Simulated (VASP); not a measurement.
# Pd (Im-3m) in VASP: a series of runs, part 2 of 2

VASP 6.6.1. Earlier steps stand in the parts before.

**4. Single point, PBE (strained)**

Contents of INCAR:

```
SYSTEM = Pd
PREC = Accurate
ENCUT = 520
EDIFF = 1E-6
ISMEAR = 0
SIGMA = 0.1
LREAL = .False.
LASPH = .True.
NELM = 80
ALGO = Normal
ISIF = 2
LWAVE = .False.
LCHARG = .False.
GGA = PE
NBANDS = 11
```

Contents of KPOINTS:

```
Automatic mesh
0
Gamma
  18 18 18
  0 0 0
```

Contents of POSCAR:

```
Pd
1.0
   -1.5590109484      1.5590109484      1.5590109484
    1.5590109484     -1.5590109484      1.5590109484
    1.5590109484      1.5590109484     -1.5590109484
Pd
1
Direct
    0.0000000000      0.0000000000      0.0000000000
```

Potentials or basis: VASP PAW PBE potentials, release 64 (Pd).

Run with:

```console
> cat potpaw_PBE.64/Pd/POTCAR > POTCAR
> mpirun -np 1 vasp_std > vasp.out
```

OUTCAR:

```text
SYSTEM = Pd
   PREC = Accurate
   ENCUT = 520
   EDIFF = 1E-6
   ISMEAR = 0
   LREAL = .False.
   LASPH = .True.
   NELM = 80
   ISIF = 2
   GGA = PE

 ion  position               nearest neighbor table
   1  0.000  0.000  0.000-

  LATTYP: Found a body centered cubic cell.
 ALAT       =     3.1180218968

  Lattice vectors:

 A1 = (  -1.5590109484,   1.5590109484,   1.5590109484)
 A2 = (   1.5590109484,  -1.5590109484,   1.5590109484)
 A3 = (   1.5590109484,   1.5590109484,  -1.5590109484)

[... 505 lines left out ...]
      3       7.9766      2.00000
      4       8.3045      2.00000
      5       9.0894      1.99927
      6      11.7737      0.00000
      7      17.8074      0.00000
      8      23.9378      0.00000
      9      26.2923      0.00000
     10      33.1016      0.00000
     11      35.5614      0.00000

 [... further k-points ...]
[... 5 lines left out ...]
  --------------------------------------------------------------------------------------
  -------------------------------------------------------------------------------------
  Total        0.2690472      0.2690472      0.2690472      0.0000000      0.0000000     -0.0000000
  in kB       28.4401265     28.4401265     28.4401265      0.0000000      0.0000000     -0.0000000
  external PRESSURE =      28.4401265 kB  Pullay stress =       0.0000000 kB

 VOLUME and BASIS-vectors are now :
 -----------------------------------------------------------------------------
  energy-cutoff  :      520.00
  volume of cell :       15.16
      direct lattice vectors                 reciprocal lattice vectors
    -1.559010948  1.559010948  1.559010948     0.000000000  0.320716157  0.320716157
     1.559010948 -1.559010948  1.559010948     0.320716157  0.000000000  0.320716157
     1.559010948  1.559010948 -1.559010948     0.320716157  0.320716157  0.000000000

 POSITION                                       TOTAL-FORCE (eV/Angst)
 -----------------------------------------------------------------------------------
      0.00000      0.00000      0.00000         0.000000     -0.000000      0.000000
 -----------------------------------------------------------------------------------
    total drift:                                0.000000     -0.000000      0.000000

  FREE ENERGIE OF THE ION-ELECTRON SYSTEM (eV)
  ---------------------------------------------------
  free  energy   TOTEN  =        -5.1764642597 eV

  energy  without entropy=       -5.1701900346  energy(sigma->0) =       -5.17332715
```

OSZICAR:

```text
N       E                     dE             d eps       ncg     rms          rms(c)
DAV:   1     0.420490828746E+02    0.42049E+02   -0.51130E+03  4325   0.846E+02
DAV:   2    -0.487387985303E+01   -0.46923E+02   -0.45388E+02  4854   0.181E+02
DAV:   3    -0.542948172273E+01   -0.55560E+00   -0.55468E+00  5103   0.211E+01
DAV:   4    -0.543207597359E+01   -0.25943E-02   -0.25939E-02  5187   0.152E+00
DAV:   5    -0.543210450194E+01   -0.28528E-04   -0.28529E-04  5537   0.144E-01    0.707E+00
DAV:   6    -0.518877584951E+01    0.24333E+00   -0.10167E+00  5223   0.811E+00    0.348E+00
DAV:   7    -0.517971594969E+01    0.90599E-02   -0.10819E-02  5513   0.786E-01    0.185E+00
DAV:   8    -0.517646255854E+01    0.32534E-02   -0.10315E-03  5317   0.241E-01    0.669E-02
DAV:   9    -0.517646035011E+01    0.22084E-05   -0.13204E-05  5512   0.325E-02    0.175E-02
DAV:  10    -0.517646448648E+01   -0.41364E-05   -0.19307E-06  5346   0.132E-02    0.315E-03
DAV:  11    -0.517646425968E+01    0.22680E-06   -0.19295E-08  3503   0.114E-03
   1 F= -.51764643E+01 E0= -.51733271E+01  d E =-.627423E-02
```

It took 16 s on 1 thread of Intel Xeon 6975P-C, shared host; peak memory 0.15 GiB.

What came out:

```yaml
Free_energy: -5.1765 eV
Pressure: 2.8 GPa
Band_gap_on_the_k_mesh: zero (band 5 reaches 9.91 eV, above the bottom of band 6 at 8.32 eV)
```

Caveat: the cell differs from its parent crystal (strained).

**5. Single point, PBE (strained)**

Contents of INCAR:

```
SYSTEM = Pd
PREC = Accurate
ENCUT = 520
EDIFF = 1E-7
ISMEAR = 0
SIGMA = 0.1
LREAL = .FALSE.
LASPH = .TRUE.
NELM = 60
ALGO = Normal
ISIF = 2
LWAVE = .FALSE.
LCHARG = .TRUE.
GGA = PE
LELF = .TRUE.
LVHAR = .TRUE.
NBANDS = 11
```

Contents of KPOINTS:

```
regular mesh
0
G
  18 18 18
  0 0 0
```

Contents of POSCAR:

```
Pd
1.0
   -1.5964784046      1.5964784046      1.5964784046
    1.5964784046     -1.5964784046      1.5964784046
    1.5964784046      1.5964784046     -1.5964784046
Pd
1
Direct
    0.0000000000      0.0000000000      0.0000000000
```

Run with:

```console
> cat potpaw_PBE.64/Pd/POTCAR > POTCAR
> mpirun -np 1 vasp_std > vasp.out
```

Wall time 20 s (1 thread of Intel Xeon 6975P-C, shared host); peak memory 0.17 GiB.

The run converged. Its results:

```yaml
Free_energy: -5.1570 eV
Pressure: -7.7 GPa
Band_gap_on_the_k_mesh: zero (band 5 reaches 8.71 eV, above the bottom of band 6 at 7.31 eV)
```

Levels at points of the mesh, in eV from the Fermi level:
```tsv
k point	band 3	band 4	band 5	band 6	band 7	band 8
(0.00, 0.00, 0.00)	-2.54	-2.54	-0.82	-0.82	19.15	19.15
(0.50, 0.00, 0.00)	-0.89	-0.62	0.51	1.59	7.18	14.89
(0.50, 0.50, 0.50)	0.18	0.18	0.18	8.89	8.89	8.89
```

Caveat: the cell differs from its parent crystal (strained).

**6. Single point, PBEsol (functional PBEsol, strained)**

Contents of INCAR:

```
SYSTEM = Pd
PREC = Accurate
ENCUT = 520
EDIFF = 1E-7
ISMEAR = 0
SIGMA = 0.1
LREAL = .False.
LASPH = .True.
NELM = 60
ALGO = Fast
ISIF = 2
LWAVE = .False.
LCHARG = .False.
GGA = PS
NBANDS = 11
```

Contents of KPOINTS:

```
regular mesh
0
Gamma
  18 18 18
  0 0 0
```

Contents of POSCAR:

```
Pd
1.0
   -1.5583977588      1.5583977588      1.5583977588
    1.5583977588     -1.5583977588      1.5583977588
    1.5583977588      1.5583977588     -1.5583977588
Pd
1
Direct
    0.0000000000      0.0000000000      0.0000000000
```

Potentials or basis: VASP PAW PBE potentials, release 64 (Pd).

Run with:

```console
> cat potpaw_PBE.64/Pd/POTCAR > POTCAR
> mpirun -np 1 vasp_std > vasp.out
```

It took 19 s on 1 thread of AMD EPYC 9R14 (Zen 4), shared host; peak memory 0.12 GiB.

The run converged. Its results:

```
Free energy            : -5.9028 eV
Pressure               : -6.2 GPa
Band gap on the k mesh : zero (band 5 reaches 9.77 eV, above the bottom of band 6 at 8.18 eV)
```

Levels at points of the mesh, in eV from the Fermi level:
```csv
k point,band 1,band 2,band 3,band 4,band 5,band 6,band 7,band 8,band 9,band 10
"(0.00, 0.00, 0.00)",-7.03,-2.86,-2.86,-2.86,-0.91,-0.91,19.27,19.27,19.27,27.57
"(0.50, 0.00, 0.00)",-5.15,-4.02,-0.99,-0.68,0.59,1.36,7.69,15.02,17.53,23.98
"(0.50, 0.50, 0.50)",-5.06,-5.06,0.21,0.21,0.21,9.06,9.06,9.06,17.25,17.37
```

Caveat: the cell differs from its parent crystal (functional PBEsol, strained); the PAW data sets were made with another functional, which shifts forces and pressure a little.

**7. Summary**

```tsv
level	cell	gap on the mesh (eV)	pressure (GPa)
PBE	a = 2.685 Å, angles 109.5°, 1 atom	none	6.2
PBE	a = 2.704 Å, angles 109.5°, 1 atom	none	2.2
PBE	a = 2.700 Å, angles 109.5°, 1 atom	none	2.8
PBE	a = 2.765 Å, angles 109.5°, 1 atom	none	-7.7
PBEsol	a = 2.699 Å, angles 109.5°, 1 atom	none	-6.2
```

Alike in all rows: task single point; potentials or basis VASP PAW PBE potentials, release 64 (Pd); no spin polarisation; k mesh 18 × 18 × 18; cutoff (eV) 520; smearing gaussian 0.1 eV.

Caveats: the PAW data sets were made with another functional, which shifts forces and pressure a little (some runs).

Absolute energies hang on the potentials; compare differences alone.
